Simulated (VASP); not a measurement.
A run of VASP 6.6.1 is set up as follows.

The input INCAR:

```
ALGO = Normal
EDIFF = 1E-6
ENCUT = 520
GGA = PS
ISIF = 2
ISMEAR = 0
LASPH = T
LCHARG = F
LREAL = F
LWAVE = F
NBANDS = 19
NELM = 80
PREC = Accurate
SIGMA = 0.05
```

KPOINTS

```
k-points
0
Gamma
  10 10 10
```

The input POSCAR:

```
BaSi3
1.0
    4.4143014413      0.0000000000      0.0000000000
    0.0000000000      4.4143014413      0.0000000000
    0.0000000000      0.0000000000      4.4143014413
Ba Si
1 3
Direct
    0.0000000000      0.0000000000      0.0000000000
    0.0000000000      0.5000000000      0.5000000000
    0.5000000000      0.5000000000      0.0000000000
    0.5000000000      0.0000000000      0.5000000000
```

Potentials or basis: VASP PAW PBE potentials, release 64 (Ba_sv, Si).

The run is started by

```bash
$ cat potpaw_PBE.64/Ba_sv/POTCAR potpaw_PBE.64/Si/POTCAR > POTCAR
$ mpirun -np 1 vasp_std > vasp.out
```

(1) Estimate the band gap on the k mesh.

(2) Estimate the pressure.

Results:

(1) zero (bands 11 and 12 overlap by 1.99 eV).

(2) 0.7 GPa.

Caveat: the PAW data sets were made with another functional, which shifts forces and pressure a little; spin-orbit coupling is left out, which moves the levels of the heavy elements.
